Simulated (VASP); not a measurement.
# CdS in VASP: notebook

Aim: see how the results for CdS move with the level of theory and the settings. Levels: PBEsol, PBE. Tasks: single point.

All numbers are computed with VASP 6.6.1; they aren't measurements. Logs are shortened: lines on timing, memory, paths and dates and some standing lists are left out, and cuts for length are marked.

## (1) The cell of the first run

Symmetry: P3m1, No. 156, trigonal system. The conventional cell has a = 4.198 Å, b = 4.198 Å, c = 5.631 Å, α = 90.00°, β = 90.00°, γ = 120.00°. Within 3.2 Å of Cd (site symmetry 3m) lie 3 S at 2.42 Å. Within 3.2 Å of S (site symmetry 3m) lie 3 Cd at 2.42 Å.

## (2) Single point, PBEsol (strained)

INCAR reads:

```
SYSTEM = CdS
PREC = Accurate ; ENCUT = 520
EDIFF = 1E-6 ; ISMEAR = 0
SIGMA = 0.02 ; LREAL = .FALSE.
LASPH = .TRUE. ; NELM = 80
ALGO = Normal ; ISIF = 2
LWAVE = .FALSE. ; LCHARG = .FALSE.
GGA = PS ; NBANDS = 16
```

KPOINTS reads:

```
regular mesh
0
G
  9 9 6
  0 0 0
```

POSCAR reads:

```
CdS
1.0
    4.1980616661      0.0000000000      0.0000000000
   -2.0990308331      3.6356280495      0.0000000000
    0.0000000000      0.0000000000      5.6311505447
Cd S
1 1
Direct
    0.0000000000      0.0000000000      0.4375232249
    0.6666666700      0.3333333300      0.4394767751
```

Potentials or basis: VASP PAW PBE potentials, release 64 (Cd, S).

The run is started by

```bash
$ cat potpaw_PBE.64/Cd/POTCAR potpaw_PBE.64/S/POTCAR > POTCAR
$ mpirun -np 1 vasp_std > vasp.out
```

OUTCAR:

```text
SYSTEM = CdS
   PREC = Accurate
   ENCUT = 520
   EDIFF = 1E-6
   ISMEAR = 0
   LREAL = .FALSE.
   LASPH = .TRUE.
   NELM = 80
   ISIF = 2
   GGA = PS

 ion  position               nearest neighbor table
   1  0.000  0.000  0.438-   2 2.42   2 2.42   2 2.42
   2  0.667  0.333  0.439-   1 2.42   1 2.42   1 2.42

  LATTYP: Found a hexagonal cell.
 ALAT       =     4.1980616661
 C/A-ratio  =     1.3413691824

  Lattice vectors:

 A1 = (   4.1980616661,   0.0000000000,   0.0000000000)
 A2 = (  -2.0990308331,   3.6356280495,   0.0000000000)
 A3 = (   0.0000000000,   0.0000000000,   5.6311505447)

Analysis of symmetry for initial positions (statically):
=====================================================================
 Subroutine PRICEL returns:
 Original cell was already a primitive cell.

 Routine SETGRP: Setting up the symmetry group for a
 hexagonal supercell.

 Subroutine GETGRP returns: Found  6 space group operations
 (whereof  6 operations were pure point group operations)
 out of a pool of 24 trial point group operations.

The static configuration has the point symmetry C_3v.

Analysis of symmetry for dynamics (positions and initial velocities):
=====================================================================
 Subroutine PRICEL returns:
 Original cell was already a primitive cell.

 Routine SETGRP: Setting up the symmetry group for a
 hexagonal supercell.

 Subroutine GETGRP returns: Found  6 space group operations
 (whereof  6 operations were pure point group operations)
 out of a pool of 24 trial point group operations.

The dynamic configuration has the point symmetry C_3v.

 Subroutine INISYM returns: Found  6 space group operations
 (whereof  6 operations are pure point group operations),
 and found     1 'primitive' translations

----------------------------------------------------------------------------------------

                                     Primitive cell

  volume of cell :      85.9459

  direct lattice vectors                    reciprocal lattice vectors
     4.198061666  0.000000000  0.000000000     0.238205172  0.137527820  0.000000000
    -2.099030833  3.635628050  0.000000000     0.000000000  0.275055640  0.000000000
     0.000000000  0.000000000  5.631150545     0.000000000  0.000000000  0.177583603

  length of vectors
     4.198061666  4.198061666  5.631150545     0.275055640  0.275055640  0.177583603

  position of ions in fractional coordinates (direct lattice)
     0.000000000  0.000000000  0.437523225
     0.666666670  0.333333330  0.439476775

  ion indices of the primitive-cell ions
   primitive index   ion index
                 1           1
                 2           2

----------------------------------------------------------------------------------------

 KPOINTS: regular mesh

Automatic generation of k-mesh.
 Grid dimensions read from file:
 generate k-points for:    9    9    6

 Generating k-lattice:

  Cartesian coordinates                     Fractional coordinates (reciprocal lattice)
     0.026467241  0.015280869  0.000000000     0.111111111  0.000000000  0.000000000
     0.000000000  0.030561738  0.000000000     0.000000000  0.111111111  0.000000000
     0.000000000  0.000000000  0.029597267     0.000000000  0.000000000  0.166666667

  Length of vectors
     0.030561738  0.030561738  0.029597267

  Shift w.r.t. Gamma in fractional coordinates (k-lattice)
     0.000000000  0.000000000  0.000000000

 Subroutine IBZKPT returns following result:
 ===========================================

 Found     62 irreducible k-points:

 Following reciprocal coordinates:
            Coordinates               Weight
  0.000000  0.000000  0.000000      1.000000
  0.111111 -0.000000  0.000000      6.000000
  0.222222  0.000000  0.000000      6.000000
  0.333333  0.000000  0.000000      6.000000
  0.444444  0.000000  0.000000      6.000000
  0.111111  0.111111  0.000000      6.000000
[... 16 lines left out ...]
  0.222222  0.111111  0.166667     12.000000
 -0.111111  0.333333  0.166667     12.000000
 [... further k-points ...]
   k-points           NKPTS =     62   k-points in BZ     NKDIM =     62   number of bands    NBANDS=     16
   number of dos      NEDOS =    301   number of ions     NIONS =      2
   total plane-waves  NPLWV =  43008
   dimension x,y,z NGX =    32 NGY =   32 NGZ =   42
   dimension x,y,z NGXF=    64 NGYF=   64 NGZF=   84
   ions per type =               1   1
   NGX,Y,Z   is equivalent  to a cutoff of  12.67, 12.67, 12.40 a.u.
   NGXF,Y,Z  is equivalent  to a cutoff of  25.34, 25.34, 24.80 a.u.
 SYSTEM =  CdS
   PREC   = accura    normal or accurate (medium, high low for compatibility)
   ISTART =      0    job   : 0-new  1-cont  2-samecut
   ICHARG =      2    charge: 1-file 2-atom 10-const
   ISPIN  =      1    spin polarized calculation?
   LNONCOLLINEAR =      F non collinear calculations
   LSORBIT =      F    spin-orbit coupling
   LASPH  =      T    aspherical Exc in radial PAW
   ENCUT  =  520.0 eV  38.22 Ry    6.18 a.u.   7.81  7.81 10.47*2*pi/ulx,y,z
   NELM   =     80;   NELMIN=  2; NELMDL= -5     # of ELM steps
   EDIFF  = 0.1E-05   stopping-criterion for ELM
   LREAL  =      F    real-space projection
   EDIFFG = 0.1E-04   stopping-criterion for IOM
   NSW    =      0    number of steps for IOM
   IBRION =     -1    ionic relax: 0-MD 1-quasi-New 2-CG
   NFREE  =      0    steps in history (QN), initial steepest desc. (CG)
   ISIF   =      2    stress and relaxation
   ISYM   =      2    0-nonsym 1-usesym 2-fastsym
   POTIM  = 0.5000    time-step for ionic-motion
   TEBEG  =    0.0;   TEEND  =   0.0 temperature during run
   PSTRESS=    0.0 pullay stress
   NELECT =      18.0000    total number of electrons
   NUPDOWN=      -1.0000    fix difference up-down
   EMIN   =  10.00;   EMAX   =-10.00  energy-range for DOS
   EFERMI =   0.00;   METHOD = LEGACY
   ISMEAR =     0;   SIGMA  =   0.02  broadening in eV -4-tet -1-fermi 0-gaus
   EFERMI_NEDOS =   21; number of points for ismear=-14 and -15
   IALGO  =     38    algorithm
   IMIX   =      4    mixing-type and parameters
     AMIX     =   0.40;   BMIX     =  1.00
     AMIX_MAG =   1.60;   BMIX_MAG =  1.00
  volume/ion in A,a.u.               =      42.97       290.00
  Fermi-wavevector in a.u.,A,eV,Ry     =   0.972204  1.837198 12.859951  0.945180
  Thomas-Fermi vector in A             =   2.102483
   LORBIT       =      0    0 simple, 1 ext, 2 COOP (PROOUT), +10 PAW based schemes
   GGA     = PS    functional components
   LHFCALC =     F    Hartree Fock is set to
   AEXX    =    0.0000 exact exchange contribution
   IVDW    =     0    specifies the selected vdW correction
   LEPSILON=     F    determine dielectric tensor
   LRPA    =     F    only Hartree local field effects (RPA)
 non-spin polarized calculation
 Gauss-broadening in eV      SIGMA  =   0.02
  energy-cutoff  :      520.00
  volume of cell :       85.95
 maximum number of plane-waves:      2360
   NGX = 15   NGY = 15   NGZ = 21

 number of electron      17.9999995 magnetization

 Free energy of the ion-electron system (eV)
  ---------------------------------------------------
  ext. energy  EPLUGINS =         0.00000000
  ---------------------------------------------------
  free energy    TOTEN  =        -6.19132472 eV

  energy without entropy =       -6.19132472  energy(sigma->0) =       -6.19132472

 E-fermi :  -1.7870     XC(G=0):  -6.4181

 val. band max:       -1.8911297173   @ k =   0.0000   0.0000   0.5000
 cond. band min:      -0.4046973974   @ k =   0.0000   0.0000   0.0000
 fundamental gap:      1.4864323200
 Fermi energy:        -1.7869923889

 k-point     1 :       0.0000    0.0000    0.0000
  band No.  band energies     occupation
      1     -13.7447      2.00000
      2      -9.7001      2.00000
      3      -9.7001      2.00000
      4      -9.0910      2.00000
      5      -9.0910      2.00000
      6      -8.8551      2.00000
[... 8 lines left out ...]
     15       9.1080      0.00000
     16       9.8577      0.00000

 k-point     2 :       0.1111   -0.0000    0.0000
  band No.  band energies     occupation
      1     -13.7011      2.00000
      2      -9.6813      2.00000
      3      -9.6639      2.00000
      4      -9.1068      2.00000
      5      -9.0932      2.00000
      6      -8.8428      2.00000
[... 8 lines left out ...]
     15       9.7283      0.00000
     16       9.8659      0.00000

 k-point     3 :       0.2222    0.0000    0.0000
  band No.  band energies     occupation
      1     -13.5898      2.00000
      2      -9.6124      2.00000
      3      -9.5686      2.00000
      4      -9.1458      2.00000
      5      -9.0988      2.00000
      6      -8.8089      2.00000
[... 8 lines left out ...]
     15       9.4551      0.00000
     16       9.5922      0.00000

 k-point     4 :       0.3333    0.0000    0.0000
  band No.  band energies     occupation
      1     -13.4624      2.00000
      2      -9.4863      2.00000
      3      -9.4527      2.00000
      4      -9.1883      2.00000
      5      -9.1051      2.00000
      6      -8.7577      2.00000
[... 8 lines left out ...]
     15       8.4602      0.00000
     16       8.8960      0.00000
[... 324 lines left out ...]
 k-point    22 :       0.1111    0.1111    0.1667
  band No.  band energies     occupation
      1     -13.6225      2.00000
      2      -9.6457      2.00000
      3      -9.5895      2.00000
      4      -9.1336      2.00000
      5      -9.0983      2.00000
      6      -8.8163      2.00000
[... 8 lines left out ...]
     15       8.8158      0.00000
     16       9.9377      0.00000

 k-point    23 :       0.2222    0.1111    0.1667
  band No.  band energies     occupation
      1     -13.5031      2.00000
      2      -9.5666      2.00000
      3      -9.4642      2.00000
      4      -9.1721      2.00000
      5      -9.1065      2.00000
      6      -8.7686      2.00000
[... 8 lines left out ...]
     15       7.9108      0.00000
     16       9.4692      0.00000

 k-point    24 :      -0.1111    0.3333    0.1667
  band No.  band energies     occupation
      1     -13.5031      2.00000
      2      -9.5666      2.00000
      3      -9.4642      2.00000
      4      -9.1721      2.00000
      5      -9.1065      2.00000
      6      -8.7686      2.00000
[... 8 lines left out ...]
     15       7.9212      0.00000
     16       9.4685      0.00000

 [... further k-points ...]

------------------------ aborting loop because EDIFF is reached ----------------------------------------

  FORCE on cell =-STRESS in cart. coord.  units (eV):
  Direction    XX          YY          ZZ          XY          YZ          ZX
  --------------------------------------------------------------------------------------
  -------------------------------------------------------------------------------------
  Total       -0.0087876     -0.0087876     -0.0030538      0.0000000     -0.0000000     -0.0000000
  in kB       -0.1638165     -0.1638165     -0.0569278      0.0000000     -0.0000000     -0.0000000
  external PRESSURE =      -0.1281869 kB  Pullay stress =       0.0000000 kB

 VOLUME and BASIS-vectors are now :
 -----------------------------------------------------------------------------
  energy-cutoff  :      520.00
  volume of cell :       85.95
      direct lattice vectors                 reciprocal lattice vectors
     4.198061666  0.000000000  0.000000000     0.238205172  0.137527820  0.000000000
    -2.099030833  3.635628050  0.000000000     0.000000000  0.275055640  0.000000000
     0.000000000  0.000000000  5.631150545     0.000000000  0.000000000  0.177583603

 POSITION                                       TOTAL-FORCE (eV/Angst)
 -----------------------------------------------------------------------------------
      0.00000      0.00000      2.46376         0.000000     -0.000000      0.000205
      2.09903      1.21188      2.47476        -0.000000      0.000000     -0.000205
 -----------------------------------------------------------------------------------
    total drift:                               -0.000008      0.000005     -0.000705

  FREE ENERGIE OF THE ION-ELECTRON SYSTEM (eV)
  ---------------------------------------------------
  free  energy   TOTEN  =        -6.1913247181 eV

  energy  without entropy=       -6.1913247181  energy(sigma->0) =       -6.19132472
```

Wall time 1.7 min (1 thread of Intel Xeon 8259CL, shared host); peak memory 0.25 GiB.

What came out:

```yaml
Free_energy: -6.1913 eV
Pressure: 0.0 GPa
Band_gap_on_the_k_mesh: 1.49 eV (least direct gap 1.49 eV)
```

Caveat: the cell differs from its parent crystal (strained); the PAW data sets were made with another functional, which shifts forces and pressure a little.

## (3) Single point, PBE (strained and its atoms moved)

INCAR reads:

```
SYSTEM = CdS
PREC = Accurate
ENCUT = 520
EDIFF = 1E-7
ISMEAR = 0
SIGMA = 0.02
LREAL = .False.
LASPH = .True.
NELM = 60
ALGO = Normal
ISIF = 2
LWAVE = .False.
LCHARG = .False.
GGA = PE
NBANDS = 16
```

KPOINTS reads:

```
regular mesh
0
Gamma
  9 9 6
  0 0 0
```

POSCAR reads:

```
CdS
1.0
    4.1234485866      0.0000000000      0.0000000000
   -2.0617242934      3.6929012124     -0.0160158200
    0.0000000000     -0.0251901106      5.7731206148
Cd S
1 1
Direct
   -0.0002667441     -0.0005334882      0.4375343665
    0.6669334141      0.3338668182      0.4394656335
```

Potentials or basis: VASP PAW PBE potentials, release 64 (Cd, S).

The run is started by

```bash
$ cat potpaw_PBE.64/Cd/POTCAR potpaw_PBE.64/S/POTCAR > POTCAR
$ mpirun -np 1 vasp_std > vasp.out
```

Wall time 3.8 min (1 thread of Intel Xeon 8259CL, shared host); peak memory 0.35 GiB.

The run converged. Its results:

| Quantity | Value |
| --- | --- |
| Free energy | -5.6217 eV |
| Pressure | 1.5 GPa |
| Largest force | 0.322 eV/Å |
| Band gap on the k mesh | 1.49 eV |

Forces in eV/Å, atoms in the order of the input:
```
Cd   0.000 -0.322 -0.001
S    0.000  0.322  0.001
```

Stress tensor (GPa, compression positive):
```
 3.37  0.00  0.00
 0.00  1.04  0.00
 0.00  0.00 -0.01
```

Levels at points of the mesh, in eV from the valence-band top:
```csv
k point,band 7,band 8,band 9,band 10,band 11,band 12
"(0.00, 0.00, 0.00)",-1.32,-0.13,0.00,1.49,5.44,6.78
"(0.00, 0.00, 0.50)",-1.54,-0.13,0.00,1.82,4.94,6.82
```

Caveat: the cell differs from its parent crystal (strained and its atoms moved). A k mesh can miss the band edges.

## (4) Single point, PBE (strained and its atoms moved)

Changes to INCAR since step 3:

```diff
@@ -12,4 +12,6 @@
 LWAVE = .False.
-LCHARG = .False.
+LCHARG = .True.
 GGA = PE
+LELF = .True.
+LVHAR = .True.
 NBANDS = 16
```

KPOINTS is that of step 3.

POSCAR reads:

```
CdS
1.0
    4.2468946696      0.0000000000      0.0000000000
   -2.1234473348      3.5971015147     -0.0162003341
    0.0000000000     -0.0254803192      5.8787565623
Cd S
1 1
Direct
   -0.0038711115     -0.0077422230      0.4442681520
    0.6705377815      0.3410755530      0.4327318480
```

The run is started by

```bash
$ cat potpaw_PBE.64/Cd/POTCAR potpaw_PBE.64/S/POTCAR > POTCAR
$ mpirun -np 1 vasp_std > vasp.out
```

It took 3.9 min on 1 thread of Intel Xeon 8259CL, shared host; peak memory 0.35 GiB.

It converged, with:

| Item | Value |
| --- | --- |
| Free energy | -5.6004 eV |
| Pressure | 1.4 GPa |
| Largest force | 0.853 eV/Å |
| Band gap on the k mesh | 1.51 eV |

Forces in eV/Å, atoms in the order of the input:
```
Cd   0.000  0.853  0.013
S    0.000 -0.853 -0.013
```

Stress tensor (GPa, compression positive):
```
 0.11  0.00  0.00
 0.00  4.22  0.08
 0.00  0.08 -0.01
```

Levels at points of the mesh, in eV from the valence-band top:
```
           k point  band 7  band 8  band 9  band 10  band 11  band 12
(0.00, 0.00, 0.00)   -1.32   -0.12    0.00     1.51     5.39     6.66
(0.00, 0.00, 0.50)   -1.51   -0.12    0.00     1.81     4.92     6.71
```

Caveat: the cell differs from its parent crystal (strained and its atoms moved). A k mesh can miss the band edges.

## (5) Summary

| level | cell | gap on the mesh (eV) | pressure (GPa) | largest force (eV/Å) |
| --- | --- | --- | --- | --- |
| PBEsol | a = 4.198, b = 4.198, c = 5.631 Å, angles 90.0, 90.0, 120.0°, 2 atoms, atomic positions A | 1.49 | 0.0 | - |
| PBE | a = 4.123, b = 4.229, c = 5.773 Å, angles 90.4, 90.0, 119.2°, 2 atoms, atomic positions B | 1.49 | 1.5 | 0.32 |
| PBE | a = 4.247, b = 4.177, c = 5.879 Å, angles 90.4, 90.0, 120.6°, 2 atoms, atomic positions C | 1.51 | 1.4 | 0.85 |

Alike in all rows: task single point; potentials or basis VASP PAW PBE potentials, release 64 (Cd, S); no spin polarisation; k mesh 9 × 9 × 6; cutoff (eV) 520; smearing gaussian 0.02 eV.

Caveats: the PAW data sets were made with another functional, which shifts forces and pressure a little (at least some runs).

Total energies depend on the potentials used, so only differences within one code and one set of settings carry meaning.
